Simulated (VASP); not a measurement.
# Ti4S in VASP: further runs

The runs below take Ti4S through relaxation of the atoms, with PBE.

Everything below comes from runs of VASP 6.6.1. Logs are shortened: lines on timing, memory, paths and dates and some standing lists are left out, and cuts for length are marked.

## (1) The cell of the first run

The cell holds a slab with vacuum, 5 atoms: a = 2.908 Å, b = 4.112 Å, c = 19.654 Å, α = 90.00°, β = 90.00°, γ = 90.00°.

## (2) Relaxation of the atoms, PBE

The input, INCAR:

```
ALGO     = Fast           # electronic algorithm
DIPOL    = 0.5 0.5 0.350
EDIFF    = 1E-7           # SCF threshold, eV
EDIFFG   = -0.025         # ionic threshold
ENCUT    = 520            # plane-wave cutoff, eV
GGA      = PE             # functional
IBRION   = 2              # ionic algorithm
IDIPOL   = 3            
ISIF     = 2              # what is computed and relaxed
ISMEAR   = 0              # smearing method
LASPH    = T              # aspherical terms in the spheres
LCHARG   = F              # write CHGCAR
LDIPOL   = T            
LREAL    = F              # projectors in reciprocal space
LWAVE    = F              # write WAVECAR
NELM     = 60             # most SCF steps
NSW      = 36             # ionic steps
PREC     = Accurate       # precision mode
SIGMA    = 0.1            # smearing width, eV
```

The input, KPOINTS:

```
k-points
0
Gamma
  9 7 1
```

The input, POSCAR:

```
Ti4S
1.0
    2.9075446931      0.0000000000      0.0000000000
    0.0000000000      4.1118891382      0.0000000000
    0.0000000000      0.0000000000     19.6535692527
Ti S
4 1
Selective dynamics
Direct
    0.5000000000      0.5000000000      0.2035253723  F F F
    0.0000000000      0.0000000000      0.2774952618  F F F
    0.5000000000      0.5000000000      0.3439484692  F F F
    0.0000000000      0.0000000000      0.4148645545  F F F
    0.0000000000      0.3000000000      0.5114565347  F F T
```

Potentials or basis: VASP PAW PBE potentials, release 64 (Ti_sv, S).

On the command line:

```sh
$ cat potpaw_PBE.64/Ti_sv/POTCAR potpaw_PBE.64/S/POTCAR > POTCAR
$ mpirun -np 1 vasp_std > vasp.out
```

OUTCAR:

```text
EDIFF = 1E-7
   EDIFFG = -0.025
   ENCUT = 520
   GGA = PE
   IBRION = 2
   ISIF = 2
   ISMEAR = 0
   LASPH = T
   LREAL = F
   NELM = 60
   NSW = 36
   PREC = Accurate

 ion  position               nearest neighbor table
   1  0.500  0.500  0.204-   3 2.76   2 2.91   2 2.91   2 2.91   2 2.91
   2  0.000  0.000  0.277-   4 2.70   3 2.84   3 2.84   3 2.84   3 2.84   1 2.91   1 2.91   1 2.91
                             1 2.91
   3  0.500  0.500  0.344-   1 2.76   2 2.84   2 2.84   2 2.84   2 2.84   4 2.88   4 2.88   4 2.88
                             4 2.88
   4  0.000  0.000  0.415-   5 2.26   2 2.70   3 2.88   3 2.88   3 2.88   3 2.88
   5  0.000  0.300  0.511-   4 2.26

  LATTYP: Found a simple orthorhombic cell.
 ALAT       =     2.9075446931
 B/A-ratio  =     1.4142135624
 C/A-ratio  =     6.7595071881

  Lattice vectors:

 A1 = (   2.9075446931,   0.0000000000,   0.0000000000)
 A2 = (   0.0000000000,   4.1118891382,   0.0000000000)
 A3 = (   0.0000000000,   0.0000000000,  19.6535692527)

Analysis of symmetry for initial positions (statically):
=====================================================================
 Subroutine PRICEL returns:
 Original cell was already a primitive cell.

 Routine SETGRP: Setting up the symmetry group for a
 simple orthorhombic supercell.

 Subroutine GETGRP returns: Found  2 space group operations
 (whereof  2 operations were pure point group operations)
 out of a pool of  8 trial point group operations.

The static configuration has the point symmetry C_1h.

Analysis of symmetry for dynamics (positions and initial velocities):
=====================================================================
 Subroutine PRICEL returns:
 Original cell was already a primitive cell.

 Routine SETGRP: Setting up the symmetry group for a
 simple orthorhombic supercell.

 Subroutine GETGRP returns: Found  2 space group operations
 (whereof  2 operations were pure point group operations)
 out of a pool of  8 trial point group operations.

The dynamic configuration has the point symmetry C_1h.

Analysis of constrained symmetry for selective dynamics:
=====================================================================
 Subroutine PRICEL returns:
 Original cell was already a primitive cell.

 Routine SETGRP: Setting up the symmetry group for a
 simple orthorhombic supercell.

 Subroutine GETGRP returns: Found  2 space group operations
 (whereof  2 operations were pure point group operations)
 out of a pool of  8 trial point group operations.

The constrained configuration has the point symmetry C_1h.

 Subroutine INISYM returns: Found  2 space group operations
 (whereof  2 operations are pure point group operations),
 and found     1 'primitive' translations

----------------------------------------------------------------------------------------

                                     Primitive cell

  volume of cell :     234.9683

  direct lattice vectors                    reciprocal lattice vectors
     2.907544693  0.000000000  0.000000000     0.343932804  0.000000000  0.000000000
     0.000000000  4.111889138  0.000000000     0.000000000  0.243197218  0.000000000
     0.000000000  0.000000000 19.653569253     0.000000000  0.000000000  0.050881343

  length of vectors
     2.907544693  4.111889138 19.653569253     0.343932804  0.243197218  0.050881343

  position of ions in fractional coordinates (direct lattice)
     0.500000000  0.500000000  0.203525372
     0.000000000  0.000000000  0.277495262
     0.500000000  0.500000000  0.343948469
     0.000000000  0.000000000  0.414864554
     0.000000000  0.300000000  0.511456535

  ion indices of the primitive-cell ions
   primitive index   ion index
                 1           1
                 2           2
                 3           3
                 4           4
                 5           5

----------------------------------------------------------------------------------------

 KPOINTS: k-points

Automatic generation of k-mesh.
 Grid dimensions read from file:
 generate k-points for:    9    7    1

 Generating k-lattice:

  Cartesian coordinates                     Fractional coordinates (reciprocal lattice)
     0.038214756  0.000000000  0.000000000     0.111111111  0.000000000  0.000000000
     0.000000000  0.034742460  0.000000000     0.000000000  0.142857143  0.000000000
     0.000000000  0.000000000  0.050881343     0.000000000  0.000000000  1.000000000

  Length of vectors
     0.038214756  0.034742460  0.050881343

  Shift w.r.t. Gamma in fractional coordinates (k-lattice)
     0.000000000  0.000000000  0.000000000

 Subroutine IBZKPT returns following result:
 ===========================================

 Found     20 irreducible k-points:

 Following reciprocal coordinates:
            Coordinates               Weight
  0.000000  0.000000  0.000000      1.000000
  0.111111  0.000000  0.000000      2.000000
  0.222222  0.000000  0.000000      2.000000
  0.333333  0.000000  0.000000      2.000000
  0.444444  0.000000  0.000000      2.000000
  0.000000  0.142857  0.000000      2.000000
[... 12 lines left out ...]
  0.333333  0.428571  0.000000      4.000000
  0.444444  0.428571  0.000000      4.000000
   k-points           NKPTS =     20   k-points in BZ     NKDIM =     20   number of bands    NBANDS=     32
   number of dos      NEDOS =    301   number of ions     NIONS =      5
   total plane-waves  NPLWV = 115200
   dimension x,y,z NGX =    24 NGY =   32 NGZ =  150
   dimension x,y,z NGXF=    48 NGYF=   64 NGZF=  300
   ions per type =               4   1
   NGX,Y,Z   is equivalent  to a cutoff of  13.72, 12.94, 12.69 a.u.
   NGXF,Y,Z  is equivalent  to a cutoff of  27.45, 25.88, 25.38 a.u.
 SYSTEM =  unknown system
   PREC   = accura    normal or accurate (medium, high low for compatibility)
   ISTART =      0    job   : 0-new  1-cont  2-samecut
   ICHARG =      2    charge: 1-file 2-atom 10-const
   ISPIN  =      1    spin polarized calculation?
   LNONCOLLINEAR =      F non collinear calculations
   LSORBIT =      F    spin-orbit coupling
   LASPH  =      T    aspherical Exc in radial PAW
   ENCUT  =  520.0 eV  38.22 Ry    6.18 a.u.   5.41  7.65 36.54*2*pi/ulx,y,z
   NELM   =     60;   NELMIN=  2; NELMDL= -5     # of ELM steps
   EDIFF  = 0.1E-06   stopping-criterion for ELM
   LREAL  =      F    real-space projection
   EDIFFG = -.3E-01   stopping-criterion for IOM
   NSW    =     36    number of steps for IOM
   IBRION =      2    ionic relax: 0-MD 1-quasi-New 2-CG
   NFREE  =      1    steps in history (QN), initial steepest desc. (CG)
   ISIF   =      2    stress and relaxation
   ISYM   =      2    0-nonsym 1-usesym 2-fastsym
   POTIM  = 0.5000    time-step for ionic-motion
   TEBEG  =    0.0;   TEEND  =   0.0 temperature during run
   PSTRESS=    0.0 pullay stress
   NELECT =      54.0000    total number of electrons
   NUPDOWN=      -1.0000    fix difference up-down
   EMIN   =  10.00;   EMAX   =-10.00  energy-range for DOS
   EFERMI =   0.00;   METHOD = LEGACY
   ISMEAR =     0;   SIGMA  =   0.10  broadening in eV -4-tet -1-fermi 0-gaus
   EFERMI_NEDOS =   21; number of points for ismear=-14 and -15
   IALGO  =     68    algorithm
   IMIX   =      4    mixing-type and parameters
     AMIX     =   0.40;   BMIX     =  1.00
     AMIX_MAG =   1.60;   BMIX_MAG =  1.00
  volume/ion in A,a.u.               =      46.99       317.13
  Fermi-wavevector in a.u.,A,eV,Ry     =   1.002774  1.894968 13.681412  1.005555
  Thomas-Fermi vector in A             =   2.135283
   LORBIT       =      0    0 simple, 1 ext, 2 COOP (PROOUT), +10 PAW based schemes
   GGA     = PE    functional components
   LHFCALC =     F    Hartree Fock is set to
   AEXX    =    0.0000 exact exchange contribution
   IVDW    =     0    specifies the selected vdW correction
   LEPSILON=     F    determine dielectric tensor
   LRPA    =     F    only Hartree local field effects (RPA)
 conjugate gradient relaxation of ions
 non-spin polarized calculation
 RMM-DIIS sequential band-by-band and
 Gauss-broadening in eV      SIGMA  =   0.10
  energy-cutoff  :      520.00
  volume of cell :      234.97
 maximum number of plane-waves:      6369
 NGX is ok and might be reduce to    24
   NGX = 11   NGY = 15   NGZ = 73

 dipolmoment           0.000000      0.000000     -0.191481 electrons x Angstroem

--------------------------------------- Ionic step        1  -------------------------------------------

 number of electron      54.0000012 magnetization

 Free energy of the ion-electron system (eV)
  ---------------------------------------------------
  ext. energy  EPLUGINS =         0.00000000
  ---------------------------------------------------
  free energy    TOTEN  =       -33.43063693 eV

  energy without entropy =      -33.38582431  energy(sigma->0) =      -33.40823062

------------------------ aborting loop EDIFF was not reached (unconverged)  ----------------------------

  FORCE on cell =-STRESS in cart. coord.  units (eV):
  Direction    XX          YY          ZZ          XY          YZ          ZX
  --------------------------------------------------------------------------------------
  -------------------------------------------------------------------------------------
  Total       -0.4822019     -2.6297859     -1.3929625      0.0000000      1.3182615      0.0000000
  in kB       -3.2879880    -17.9317116     -9.4981882      0.0000000      8.9888252      0.0000000
  external PRESSURE =     -10.2392959 kB  Pullay stress =       0.0000000 kB
[... 104 lines left out ...]
--------------------------------------- Ionic step        4  -------------------------------------------

 number of electron      54.0000014 magnetization

 dipolmoment           0.000000      0.000000      0.158170 electrons x Angstroem

 Free energy of the ion-electron system (eV)
  ---------------------------------------------------
  ext. energy  EPLUGINS =         0.00000000
  ---------------------------------------------------
  free energy    TOTEN  =       -33.45502196 eV

  energy without entropy =      -33.41143201  energy(sigma->0) =      -33.43322699

 E-fermi :   0.1492     XC(G=0):  -5.1528

 val. band max:        0.1374865914   @ k =   0.3333   0.0000   0.0000
 cond. band min:       0.1518753176   @ k =   0.3333   0.1429   0.0000
 fundamental gap:      0.0143887262
 Fermi energy:         0.1492365226

 k-point     1 :       0.0000    0.0000    0.0000
  band No.  band energies     occupation
      1     -56.8761      2.00000
      2     -56.6436      2.00000
      3     -56.5177      2.00000
      4     -56.4304      2.00000
      5     -33.3009      2.00000
      6     -33.2053      2.00000
[... 689 lines left out ...]
     31       0.9664      0.00000
     32       1.2230      0.00000

------------------------ aborting loop because EDIFF is reached ----------------------------------------

 vacuum level on the upper side and lower side of the slab       (xc-potential included)         1.156        -1.319

  FORCE on cell =-STRESS in cart. coord.  units (eV):
  Direction    XX          YY          ZZ          XY          YZ          ZX
  --------------------------------------------------------------------------------------
  -------------------------------------------------------------------------------------
  Total        0.5693644     -2.1879900      0.0558296      0.0000000      2.1202912      0.0000000
  in kB        3.8823229    -14.9192392      0.3806851      0.0000000     14.4576219      0.0000000
  external PRESSURE =      -3.5520770 kB  Pullay stress =       0.0000000 kB
[... 20 lines left out ...]
  FREE ENERGIE OF THE ION-ELECTRON SYSTEM (eV)
  ---------------------------------------------------
  free  energy   TOTEN  =       -33.4550219631 eV

  energy  without entropy=      -33.4114320134  energy(sigma->0) =      -33.43322699

 reached required accuracy - stopping structural energy minimisation

 vacuum level on the upper side and lower side of the slab         5.805         3.283
```

Wall time 41 min (1 thread of Oxide Virtual Turin-like, shared host); peak memory 0.39 GiB.

Results:

| Quantity | Value |
| --- | --- |
| Free energy | -33.4550 eV |
| Energy gained by relaxing | 4.9 meV/atom |
| Ionic steps | 4 |
| Band gap on the k mesh | zero (bands 27 and 28 overlap by 0.72 eV) |

The path:
| step | energy change (eV) | largest force on free atoms (eV/Å) | pressure (GPa) |
| --- | --- | --- | --- |
| 1 | 0.0000 | 0.5252 | -1.02 |
| 2 | -0.0116 | 0.4009 | -0.75 |
| 3 | -0.0235 | 0.1219 | -0.23 |
| 4 | -0.0244 | 0.0198 | -0.36 |

Final structure:
```
Ti S
1.0
     2.90754    0.00000    0.00000
     0.00000    4.11189    0.00000
     0.00000    0.00000   19.65357
Ti S
4 1
Direct
  0.50000 0.50000 0.20353
  0.00000 0.00000 0.27750
  0.50000 0.50000 0.34395
  0.00000 0.00000 0.41486
  0.00000 0.30000 0.50720
```

Levels at points of the mesh, in eV from the Fermi level:
```csv
k point,band 24,band 25,band 26,band 27,band 28,band 29,band 30,band 31
"(0.00, 0.00, 0.00)",-1.11,-0.27,-0.13,0.19,0.30,0.69,0.73,0.87
```

[end of part 1 of 2]

The gap in the log of VASP goes by the Fermi energy; the results here count the filled bands.